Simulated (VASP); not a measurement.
Write the native input for VASP 6.6.1 that does the following.

| Quantity | Value |
| --- | --- |
| Task | single point |
| Functional | r2SCAN |
| Potentials or basis | VASP PAW PBE potentials, release 64 (Ga_d, O) |
| Cutoff | 520 eV |
| k mesh | 9 × 9 × 4 |
| Occupations | gaussian, width 0.01 eV |
| Spin | no spin polarisation |
| Dipole correction | no |
| Further INCAR settings | ALGO = Normal; EDIFF = 1e-06; NBANDS = 30 |

The system is Ga2O3.

```xyz
5
Lattice="2.9909 0.0000 0.0000 -1.4955 2.5902 0.0000 0.0000 0.0000 6.8458" Properties=species:S:1:pos:R:3 pbc="T T T"
Ga    0.0000    1.7268    1.3960
Ga    1.4955    0.8634    5.4498
O     0.0000    0.0000    0.0000
O     0.0000    1.7268    4.7345
O     1.4955    0.8634    2.1113
```

These files were run (other wordings do the same):

POSCAR

```
Ga2O3
1.0
    2.9909461137      0.0000000000      0.0000000000
   -1.4954730568      2.5902353158      0.0000000000
    0.0000000000      0.0000000000      6.8457864116
Ga O
2 3
Direct
    0.3333333333      0.6666666667      0.2039202181
    0.6666666667      0.3333333333      0.7960797819
    0.0000000000      0.0000000000      0.0000000000
    0.3333333333      0.6666666667      0.6915979171
    0.6666666667      0.3333333333      0.3084020829
```

INCAR.step1

```
SYSTEM = Ga2O3
PREC = Accurate
ENCUT = 520
ISMEAR = 0
SIGMA = 0.01
LREAL = .FALSE.
LASPH = .TRUE.
NELM = 80
NBANDS = 30
GGA = PE
ALGO = Normal
EDIFF = 1E-4
LWAVE = .TRUE.
LCHARG = .FALSE.
```

INCAR.step2

```
SYSTEM = Ga2O3
PREC = Accurate
ENCUT = 520
EDIFF = 1E-6
ISMEAR = 0
SIGMA = 0.01
LREAL = .FALSE.
LASPH = .TRUE.
NELM = 80
ALGO = Normal
ISIF = 2
LWAVE = .FALSE.
LCHARG = .TRUE.
METAGGA = R2SCAN
LMIXTAU = .TRUE.
LELF = .TRUE.
LVHAR = .TRUE.
NBANDS = 30
ISTART = 1
```

KPOINTS

```
regular mesh
0
G
  9 9 4
  0 0 0
```

Potentials or basis: VASP PAW PBE potentials, release 64 (Ga_d, O).

Launch:

```sh
$ cat potpaw_PBE.64/Ga_d/POTCAR potpaw_PBE.64/O/POTCAR > POTCAR
$ cp INCAR.step1 INCAR
$ mpirun -np 1 vasp_std > vasp.out
$ cp INCAR.step2 INCAR
$ mpirun -np 1 vasp_std > vasp.out
```

Results of the run:

| Quantity | Value |
| --- | --- |
| Pressure | 1.9 GPa |
| Largest force | 0.111 eV/Å |
| Band gap on the k mesh | 3.09 eV, direct |

Caveat: the PAW data sets were made with another functional, which shifts forces and pressure a little.

It took 2.9 min on 1 thread of Intel(R) Xeon(R) Platinum 8488C (Sapphire Rapids), with other jobs on the host, peak memory 0.21 GiB.
